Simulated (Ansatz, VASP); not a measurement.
# SnO2: VASP beside Ansatz

File INCAR:

```
SYSTEM = SnO2
PREC = Accurate
ENCUT = 520
EDIFF = 1E-7
ISMEAR = 0
SIGMA = 0.02
LREAL = .False.
LASPH = .True.
NELM = 120
ALGO = Normal
ISIF = 2
LWAVE = .False.
LCHARG = .False.
GGA = PE
IBRION = 2
NSW = 60
EDIFFG = -0.008
GGA_COMPAT = .False.
NELMIN = 4
KPAR = 4
```

The input KPOINTS:

```
regular mesh
0
Gamma
  6 6 8
  0 0 0
```

POSCAR

```
SnO2
1.0
    4.8271903440      0.0000000000      0.0000000000
    0.0000000000      4.8271903440      0.0000000000
    0.0971445676      0.0000000000      3.2381522517
Sn O
2 4
Direct
    0.5000000000      0.5000000000      0.5000000000
    0.0000000000      0.0000000000      0.0000000000
    0.1935191977      0.8066536816      0.4982724301
    0.8064808023      0.1933463184      0.5017275699
    0.3064808023      0.3066536816      0.0017275699
    0.6935191977      0.6933463184     -0.0017275699
```

Input for Ansatz:

```yaml
crystal:
  lattice:
    - [4.827190344, 0.0, 0.0]
    - [0.0, 4.827190344, 0.0]
    - [0.0971445676, 0.0, 3.2381522517]
  atoms:
    - { symbol: Sn, position: [0.5, 0.5, 0.5] }
    - { symbol: Sn, position: [0.0, 0.0, 0.0] }
    - { symbol: O, position: [0.1935191977, 0.8066536816, 0.4982724301] }
    - { symbol: O, position: [0.8064808023, 0.1933463184, 0.5017275699] }
    - { symbol: O, position: [0.3064808023, 0.3066536816, 0.0017275699] }
    - { symbol: O, position: [0.6935191977, 0.6933463184, -0.0017275699] }
basis:
  ecutwfc: 420
kpoints:
  mp_grid: { grid: [6, 6, 8] }
hamiltonian:
  xc: pbe
scf:
  occupations: { method: gaussian, width: 0.02 }
output:
  forces: true
  stress: true
  eigenvalues: true
relax:
  adjacent_minimum: "off"
  f_tol: 0.008
  max_steps: 40
```

Change from the starting cell: shear of c along a, cell held, atoms relaxed: +3.0 %.

Alike in both runs: task relaxation of the atoms; functional PBE; k mesh 6 × 6 × 8; occupations gaussian, width 0.02 eV; no spin polarisation.

|  | VASP | Ansatz |
| --- | --- | --- |
| version | VASP 6.6.1 | Ansatz 0.2.0 |
| potentials or method | VASP PAW PBE potentials, release 64 (Sn_d, O), cutoff 520 eV | scalar-relativistic, plane waves, PAW |
| valence electrons in the cell | 52 | 52 |

|  | VASP | Ansatz | Ansatz less VASP |
| --- | --- | --- | --- |
| gap on the k mesh at the Fermi level, each at its own relaxed structure (eV) | 0.66 | 0.67 | +0.015 |

Ansatz's warnings: stress scf threshold loose.
